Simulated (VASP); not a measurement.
## NaH: single point with r2SCAN

Crystal: NaH.

```xyz
4
Lattice="3.9134 0.0000 0.0000 -1.9567 3.3891 0.0000 0.0000 0.0000 4.7795" Properties=species:S:1:pos:R:3 pbc="T T T"
Na    0.0000    2.2594    1.1949
Na    1.9567    1.1297    3.5847
H     1.9567    1.1297    1.1949
H     0.0000    2.2594    3.5847
```

This cell differs from its parent crystal: volume changed by -3%.

```
Program                : VASP 6.6.1
Task                   : single point
Functional             : r2SCAN
Potentials or basis    : VASP PAW PBE potentials, release 64 (Na_pv, H)
Cutoff                 : 520 eV
k mesh                 : 6 × 6 × 4
Occupations            : gaussian, width 0.01 eV
Spin                   : no spin polarisation
Dipole correction      : no
Further INCAR settings : ALGO = Normal; EDIFF = 1e-07; NBANDS = 16
```

```yaml
Pressure: 0.5 GPa
Band_gap_on_the_k_mesh: 3.69 eV, indirect (least direct gap 4.60 eV)
```

Stress tensor (GPa, compression positive):
```
0.53 0.00 0.00
0.00 0.53 0.00
0.00 0.00 0.38
```

Levels at points of the mesh, in eV from the valence-band top:
| k point | band 5 | band 6 | band 7 | band 8 | band 9 | band 10 | band 11 | band 12 |
| --- | --- | --- | --- | --- | --- | --- | --- | --- |
| (0.00, 0.00, 0.00) | -22.97 | -22.95 | -3.38 | -0.01 | 5.48 | 8.69 | 11.16 | 11.16 |
| (0.50, 0.00, 0.00) | -22.98 | -22.96 | -1.51 | -0.60 | 4.26 | 8.29 | 8.44 | 8.55 |
| (0.00, 0.00, 0.50) | -22.98 | -22.98 | -2.02 | -2.02 | 7.64 | 7.64 | 11.73 | 11.73 |
| (0.50, 0.00, 0.50) | -22.96 | -22.96 | -0.83 | -0.83 | 4.48 | 4.48 | 9.34 | 9.34 |

Run time: 4.2 min on 1 thread of AMD EPYC 7R13, on a shared host, peak memory 0.15 GiB.

Caveat: the PAW data sets were made with another functional, which shifts forces and pressure a little. A k mesh can miss the band edges.
